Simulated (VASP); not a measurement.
A run of VASP 6.6.1:

File INCAR:

```
SYSTEM = BN
PREC = Accurate
ENCUT = 520
EDIFF = 1E-8
ISMEAR = 0
SIGMA = 0.01
LREAL = .FALSE.
LASPH = .TRUE.
NELM = 80
ALGO = Normal
ISIF = 2
LWAVE = .FALSE.
LCHARG = .FALSE.
GGA = PS
NBANDS = 16
IBRION = 8
NSW = 1
LEPSILON = .TRUE.
```

KPOINTS

```
regular mesh
0
G
  10 10 4
  0 0 0
```

Contents of POSCAR:

```
BN
1.0
    2.4982400000      0.0000000000      0.0000000000
   -1.2491200000      2.1635393048      0.0000000000
    0.0000000000      0.0000000000      6.6357000000
N B
2 2
Direct
    0.6666666667      0.3333333333      0.2500000000
    0.3333333333      0.6666666667      0.7500000000
    0.6666666667      0.3333333333      0.7500000000
    0.3333333333      0.6666666667      0.2500000000
```

Potentials or basis: VASP PAW PBE potentials, release 64 (N, B).

The run is started by

```bash
$ cat potpaw_PBE.64/N/POTCAR potpaw_PBE.64/B/POTCAR > POTCAR
$ mpirun -np 1 vasp_std > vasp.out
```

Hardware: 1 thread of Intel Xeon 8259CL, on a shared host.

Problem. How long does it take, and how much memory?

Solution. Run time: 13 min on 1 thread of Intel Xeon 8259CL, on a shared host, peak memory 0.36 GiB. Counts: scf iterations 144, k points 42.
